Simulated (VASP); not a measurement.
Write the native input for VASP 6.6.1 that does the following.

```yaml
Task: single point
Functional: PBE
Potentials_or_basis: VASP PAW PBE potentials, release 64 (Sr_sv, Cl)
Cutoff: 520 eV
k_mesh: 6 × 6 × 6
Occupations: gaussian, width 0.05 eV
Spin: no spin polarisation
Dipole_correction: no
Further_INCAR_settings: ALGO = Normal; EDIFF = 1e-06; NBANDS = 19
```

The structure of SrCl2 lies in POSCAR:

```
SrCl2
1.0
    0.0000000000      3.6106935130      3.6106935130
    3.6106935130      0.0000000000      3.6106935130
    3.6106935130      3.6106935130      0.0000000000
Sr Cl
1 2
Direct
    0.0000000000      0.0000000000      0.0000000000
    0.2500000000      0.2500000000      0.2500000000
    0.7500000000      0.7500000000      0.7500000000
```

One way to write it, as run:

INCAR

```
SYSTEM = SrCl2
PREC = Accurate
ENCUT = 520
EDIFF = 1E-6
ISMEAR = 0
SIGMA = 0.05
LREAL = .False.
LASPH = .True.
NELM = 100
ALGO = Normal
ISIF = 2
LWAVE = .False.
LCHARG = .False.
GGA = PE
NBANDS = 19
```

KPOINTS

```
regular mesh
0
Gamma
  6 6 6
  0 0 0
```

Potentials or basis: VASP PAW PBE potentials, release 64 (Sr_sv, Cl).

Run with:

```sh
$ cat potpaw_PBE.64/Sr_sv/POTCAR potpaw_PBE.64/Cl/POTCAR > POTCAR
$ mpirun -np 1 vasp_std > vasp.out
```

It gave:

```
Pressure               : -2.1 GPa
Band gap on the k mesh : 4.95 eV (least direct gap 5.24 eV)
```

It took 38 s on 1 thread of Intel(R) Xeon(R) Platinum 8259CL CPU @ 2.50GHz (Skylake/Cascade Lake), on a shared host, peak memory 0.24 GiB.
